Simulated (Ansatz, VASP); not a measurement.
ZnS in VASP and in Ansatz

Contents of INCAR:

```
  PREC = Accurate
  ENCUT = 520
  EDIFF = 1E-8
  ISMEAR = -1
  SIGMA = 0.03
  LREAL = False
  LASPH = True
  NELM = 80
  ALGO = Normal
  ISIF = 2
  LWAVE = False
  LCHARG = False
  GGA = PE
  LEFG = True
  NBANDS = 26
```

Contents of KPOINTS:

```
Automatic mesh
0
Gamma
  8 8 5
```

File POSCAR:

```
ZnS
1.0
    3.7332014668      0.0000000000      0.0000000000
   -1.8666007334      3.2330473076      0.0000000000
    0.0000000000      0.0000000000      6.1067398017
Zn S
2 2
Direct
    0.3333333333      0.6666666667      0.0000000000
    0.6666666667      0.3333333333      0.5000000000
    0.3333333333      0.6666666667      0.3850000000
    0.6666666667      0.3333333333      0.8850000000
```

Input for Ansatz:

```yaml
crystal:
  lattice:
    - [3.7332014668, 0.0, 0.0]
    - [-1.8666007334, 3.2330473076, 0.0]
    - [0.0, 0.0, 6.1067398017]
  atoms:
    - { symbol: Zn, position: [0.3333333333, 0.6666666667, 0.0] }
    - { symbol: Zn, position: [0.6666666667, 0.3333333333, 0.5] }
    - { symbol: S, position: [0.3333333333, 0.6666666667, 0.385] }
    - { symbol: S, position: [0.6666666667, 0.3333333333, 0.885] }
kpoints:
  mp_grid: { grid: [8, 8, 5] }
scf:
  occupations: { method: fermi_dirac, width: 0.03 }
hamiltonian:
  xc: pbe
  pseudopotentials: { kind: all_electron, datasets: crystal }
output:
  forces: true
  stress: true
  eigenvalues: true
  efg: { contact_densities: true }
```

Change from the starting cell: volume scaled by 0.94, crystal datasets.

Alike in both runs: task electric field gradients; functional PBE; k mesh 8 × 8 × 5; occupations fermi-dirac, width 0.03 eV; no spin polarisation.

|  | VASP | Ansatz |
| --- | --- | --- |
| version | VASP 6.6.1 | Ansatz 0.2.0 |
| potentials or method | VASP PAW PBE potentials, release 64 (Zn, S), cutoff 520 eV | all-electron PAW with datasets made for the crystal, scalar-relativistic |

Ansatz gave:

| Property | Result |
| --- | --- |
| gap on the k mesh at the Fermi level (eV) | 2.54 |
| pressure (GPa) | 7.9 |
| traceless stress, the component that is largest in VASP (GPa) | -2.03 |
| rms of the force components (eV/Å) | 0.231 |
| size of Vzz on the site where it differs most (V/Å²) | 19.2 |

Task: What did VASP give for the same quantities?

Result: gap on the k mesh at the Fermi level (eV): 2.55; pressure (GPa): 8.1; traceless stress, the component that is largest in VASP (GPa): -2.06; rms of the force components (eV/Å): 0.233; size of Vzz on the site where it differs most (V/Å²): 20.7.

Atom by atom the forces differ by 0.002 eV/Å (rms over components). Ansatz ran all-electron here, and VASP with PAW potentials.
